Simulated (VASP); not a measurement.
# ZnS (F-43m) in VASP: further runs, part 2 of 2

VASP 6.6.1.

### 4 Single point, PBE

This run uses another cell than the first one, of 20.12 Å³/atom, 1.063 times its volume.

INCAR

```
SYSTEM = ZnS
  PREC = Accurate
  ENCUT = 500
  EDIFF = 1E-6
  ISMEAR = 0
  SIGMA = 0.01
  LREAL = .FALSE.
  LASPH = .TRUE.
  NELM = 120
  ALGO = Normal
  ISIF = 2
  LWAVE = .FALSE.
  LCHARG = .FALSE.
  GGA = PE
  NBANDS = 16
  GGA_COMPAT = .FALSE.
```

KPOINTS

```
Automatic mesh
0
G
  6 6 6
  0 0 0
```

POSCAR

```
ZnS
1.0
    0.0000000000      2.7198945612      2.7198945612
    2.7198945612      0.0000000000      2.7198945612
    2.7198945612      2.7198945612      0.0000000000
Zn S
1 1
Direct
    0.2500000000      0.2500000000      0.2500000000
    0.0000000000      0.0000000000      0.0000000000
```

Potentials or basis: VASP PAW PBE potentials, release 64 (Zn, S).

Launch:

```console
$ cat potpaw_PBE.64/Zn/POTCAR potpaw_PBE.64/S/POTCAR > POTCAR
$ mpirun -np 1 vasp_std > vasp.out
```

OUTCAR:

```text
SYSTEM = ZnS
   PREC = Accurate
   ENCUT = 500
   EDIFF = 1E-6
   ISMEAR = 0
   LREAL = .FALSE.
   LASPH = .TRUE.
   NELM = 120
   ISIF = 2
   GGA = PE

 ion  position               nearest neighbor table
   1  0.250  0.250  0.250-   2 2.36   2 2.36   2 2.36   2 2.36
   2  0.000  0.000  0.000-   1 2.36   1 2.36   1 2.36   1 2.36

  LATTYP: Found a face centered cubic cell.
 ALAT       =     5.4397891224

  Lattice vectors:

 A1 = (   0.0000000000,   2.7198945612,   2.7198945612)
 A2 = (   2.7198945612,   0.0000000000,   2.7198945612)
 A3 = (   2.7198945612,   2.7198945612,   0.0000000000)

Analysis of symmetry for initial positions (statically):
=====================================================================
 Subroutine PRICEL returns:
 Original cell was already a primitive cell.

 Routine SETGRP: Setting up the symmetry group for a
 face centered cubic supercell.

 Subroutine GETGRP returns: Found 24 space group operations
 (whereof 24 operations were pure point group operations)
 out of a pool of 48 trial point group operations.

The static configuration has the point symmetry T_d .

Analysis of symmetry for dynamics (positions and initial velocities):
=====================================================================
 Subroutine PRICEL returns:
 Original cell was already a primitive cell.

 Routine SETGRP: Setting up the symmetry group for a
 face centered cubic supercell.

 Subroutine GETGRP returns: Found 24 space group operations
 (whereof 24 operations were pure point group operations)
 out of a pool of 48 trial point group operations.

The dynamic configuration has the point symmetry T_d .

 Subroutine INISYM returns: Found 24 space group operations
 (whereof 24 operations are pure point group operations),
 and found     1 'primitive' translations

----------------------------------------------------------------------------------------

                                     Primitive cell

  volume of cell :      40.2426

  direct lattice vectors                    reciprocal lattice vectors
     0.000000000  2.719894561  2.719894561    -0.183830655  0.183830655  0.183830655
     2.719894561  0.000000000  2.719894561     0.183830655 -0.183830655  0.183830655
     2.719894561  2.719894561  0.000000000     0.183830655  0.183830655 -0.183830655

  length of vectors
     3.846511777  3.846511777  3.846511777     0.318404035  0.318404035  0.318404035

  position of ions in fractional coordinates (direct lattice)
     0.250000000  0.250000000  0.250000000
     0.000000000  0.000000000  0.000000000

  ion indices of the primitive-cell ions
   primitive index   ion index
                 1           1
                 2           2

----------------------------------------------------------------------------------------

 KPOINTS: Automatic mesh

Automatic generation of k-mesh.
 Grid dimensions read from file:
 generate k-points for:    6    6    6

 Generating k-lattice:

  Cartesian coordinates                     Fractional coordinates (reciprocal lattice)
    -0.030638443  0.030638443  0.030638443     0.166666667  0.000000000  0.000000000
     0.030638443 -0.030638443  0.030638443     0.000000000  0.166666667  0.000000000
     0.030638443  0.030638443 -0.030638443     0.000000000  0.000000000  0.166666667

  Length of vectors
     0.053067339  0.053067339  0.053067339

  Shift w.r.t. Gamma in fractional coordinates (k-lattice)
     0.000000000  0.000000000  0.000000000

 Subroutine IBZKPT returns following result:
 ===========================================

 Found     16 irreducible k-points:

 Following reciprocal coordinates:
            Coordinates               Weight
  0.000000  0.000000  0.000000      1.000000
  0.166667  0.000000  0.000000      8.000000
  0.333333  0.000000  0.000000      8.000000
  0.500000  0.000000  0.000000      4.000000
  0.166667  0.166667  0.000000      6.000000
  0.333333  0.166667  0.000000     24.000000
[... 8 lines left out ...]
 -0.333333  0.333333  0.166667     24.000000
 -0.333333  0.500000  0.166667     12.000000
   k-points           NKPTS =     16   k-points in BZ     NKDIM =     16   number of bands    NBANDS=     16
   number of dos      NEDOS =    301   number of ions     NIONS =      2
   total plane-waves  NPLWV =  21952
   dimension x,y,z NGX =    28 NGY =   28 NGZ =   28
   dimension x,y,z NGXF=    56 NGYF=   56 NGZF=   56
   ions per type =               1   1
   NGX,Y,Z   is equivalent  to a cutoff of  12.10, 12.10, 12.10 a.u.
   NGXF,Y,Z  is equivalent  to a cutoff of  24.20, 24.20, 24.20 a.u.
 SYSTEM =  ZnS
   PREC   = accura    normal or accurate (medium, high low for compatibility)
   ISTART =      0    job   : 0-new  1-cont  2-samecut
   ICHARG =      2    charge: 1-file 2-atom 10-const
   ISPIN  =      1    spin polarized calculation?
   LNONCOLLINEAR =      F non collinear calculations
   LSORBIT =      F    spin-orbit coupling
   LASPH  =      T    aspherical Exc in radial PAW
   ENCUT  =  500.0 eV  36.75 Ry    6.06 a.u.   7.01  7.01  7.01*2*pi/ulx,y,z
   NELM   =    120;   NELMIN=  2; NELMDL= -5     # of ELM steps
   EDIFF  = 0.1E-05   stopping-criterion for ELM
   LREAL  =      F    real-space projection
   EDIFFG = 0.1E-04   stopping-criterion for IOM
   NSW    =      0    number of steps for IOM
   IBRION =     -1    ionic relax: 0-MD 1-quasi-New 2-CG
   NFREE  =      0    steps in history (QN), initial steepest desc. (CG)
   ISIF   =      2    stress and relaxation
   ISYM   =      2    0-nonsym 1-usesym 2-fastsym
   POTIM  = 0.5000    time-step for ionic-motion
   TEBEG  =    0.0;   TEEND  =   0.0 temperature during run
   PSTRESS=    0.0 pullay stress
   NELECT =      18.0000    total number of electrons
   NUPDOWN=      -1.0000    fix difference up-down
   EMIN   =  10.00;   EMAX   =-10.00  energy-range for DOS
   EFERMI =   0.00;   METHOD = LEGACY
   ISMEAR =     0;   SIGMA  =   0.01  broadening in eV -4-tet -1-fermi 0-gaus
   EFERMI_NEDOS =   21; number of points for ismear=-14 and -15
   IALGO  =     38    algorithm
   IMIX   =      4    mixing-type and parameters
     AMIX     =   0.40;   BMIX     =  1.00
     AMIX_MAG =   1.60;   BMIX_MAG =  1.00
  volume/ion in A,a.u.               =      20.12       135.79
  Fermi-wavevector in a.u.,A,eV,Ry     =   1.251998  2.365933 21.327115  1.567499
  Thomas-Fermi vector in A             =   2.385919
   LORBIT       =      0    0 simple, 1 ext, 2 COOP (PROOUT), +10 PAW based schemes
   GGA     = PE    functional components
   LHFCALC =     F    Hartree Fock is set to
   AEXX    =    0.0000 exact exchange contribution
   IVDW    =     0    specifies the selected vdW correction
   LEPSILON=     F    determine dielectric tensor
   LRPA    =     F    only Hartree local field effects (RPA)
 non-spin polarized calculation
 Gauss-broadening in eV      SIGMA  =   0.01
  energy-cutoff  :      500.00
  volume of cell :       40.24
 maximum number of plane-waves:      1034
   NGX = 13   NGY = 13   NGZ = 13

 number of electron      17.9999989 magnetization

 Free energy of the ion-electron system (eV)
  ---------------------------------------------------
  ext. energy  EPLUGINS =         0.00000000
  ---------------------------------------------------
  free energy    TOTEN  =        -6.84919233 eV

  energy without entropy =       -6.84919233  energy(sigma->0) =       -6.84919233

 E-fermi :   2.0568     XC(G=0):  -9.5364

 val. band max:        1.9270057609   @ k =   0.0000   0.0000   0.0000
 cond. band min:       3.9534312525   @ k =   0.0000   0.0000   0.0000
 fundamental gap:      2.0264254915
 Fermi energy:         2.0568149067

 k-point     1 :       0.0000    0.0000    0.0000
  band No.  band energies     occupation
      1     -11.0772      2.00000
      2      -4.3379      2.00000
      3      -4.3379      2.00000
      4      -4.3379      2.00000
      5      -3.8632      2.00000
      6      -3.8632      2.00000
[... 8 lines left out ...]
     15      13.6651      0.00000
     16      13.6851      0.00000
[... 267 lines left out ...]
 k-point    16 :      -0.3333    0.5000    0.1667
  band No.  band energies     occupation
      1      -9.8822      2.00000
      2      -4.2407      2.00000
      3      -4.0577      2.00000
      4      -3.9715      2.00000
      5      -3.8407      2.00000
      6      -3.5248      2.00000
[... 8 lines left out ...]
     15      15.7646      0.00000
     16      16.6783      0.00000

------------------------ aborting loop because EDIFF is reached ----------------------------------------

  FORCE on cell =-STRESS in cart. coord.  units (eV):
  Direction    XX          YY          ZZ          XY          YZ          ZX
  --------------------------------------------------------------------------------------
  -------------------------------------------------------------------------------------
  Total        0.0756845      0.0756845      0.0756845     -0.0000000     -0.0000000      0.0000000
  in kB        3.0132236      3.0132236      3.0132236     -0.0000000     -0.0000000      0.0000000
  external PRESSURE =       3.0132236 kB  Pullay stress =       0.0000000 kB

 VOLUME and BASIS-vectors are now :
 -----------------------------------------------------------------------------
  energy-cutoff  :      500.00
  volume of cell :       40.24
      direct lattice vectors                 reciprocal lattice vectors
     0.000000000  2.719894561  2.719894561    -0.183830655  0.183830655  0.183830655
     2.719894561  0.000000000  2.719894561     0.183830655 -0.183830655  0.183830655
     2.719894561  2.719894561  0.000000000     0.183830655  0.183830655 -0.183830655

 POSITION                                       TOTAL-FORCE (eV/Angst)
 -----------------------------------------------------------------------------------
      1.35995      1.35995      1.35995        -0.000000     -0.000000     -0.000000
      0.00000      0.00000      0.00000         0.000000      0.000000      0.000000
 -----------------------------------------------------------------------------------
    total drift:                               -0.000000     -0.000000     -0.000000

  FREE ENERGIE OF THE ION-ELECTRON SYSTEM (eV)
  ---------------------------------------------------
  free  energy   TOTEN  =        -6.8491923349 eV

  energy  without entropy=       -6.8491923349  energy(sigma->0) =       -6.84919233
```

stdout:

```text
POSCAR found type information on POSCAR ZnS
 POSCAR found :  2 types and       2 ions
 scaLAPACK will be used
 LDA part: xc-table for (Slater+PW92), standard interpolation
 POSCAR, INCAR and KPOINTS ok, starting setup
 FFT: planning ... GRIDC
 FFT: planning ... GRID_SOFT
 FFT: planning ... GRID
 WAVECAR not read
 entering main loop
```

Wall time 11 s (1 thread of Intel Xeon 6975P-C, shared host); peak memory 0.15 GiB.

What came out:

* Free energy: -6.8492 eV
* Pressure: 0.3 GPa
* Band gap on the k mesh: 2.03 eV, direct

### 5 Summary

```csv
cell,gap on the mesh (eV),pressure (GPa)
"a = 3.770 Å, angles 60.0°, 2 atoms",2.29,5.2
"a = 3.796 Å, angles 60.0°, 2 atoms",2.20,3.4
"a = 3.847 Å, angles 60.0°, 2 atoms",2.03,0.3
```

Alike in all rows: task single point; level PBE; potentials or basis VASP PAW PBE potentials, release 64 (Zn, S); no spin polarisation; k mesh 6 × 6 × 6; cutoff (eV) 500; smearing gaussian 0.01 eV.

Absolute energies hang on the potentials; compare differences alone.

### 6 How close it comes

Step 4. Against the measured gap of ZnS, 3.85 eV (direct; 19 K; quoted in “Electronic, vibrational, and thermodynamic properties of ZnS (zincblende and rocksalt structure)”, 2009, arxiv:0911.5022), the calculated 2.03 eV is off by -1.82 eV. The value is that of PBE, without temperature or zero-point motion. Semilocal functionals fall short of measured gaps as a rule.
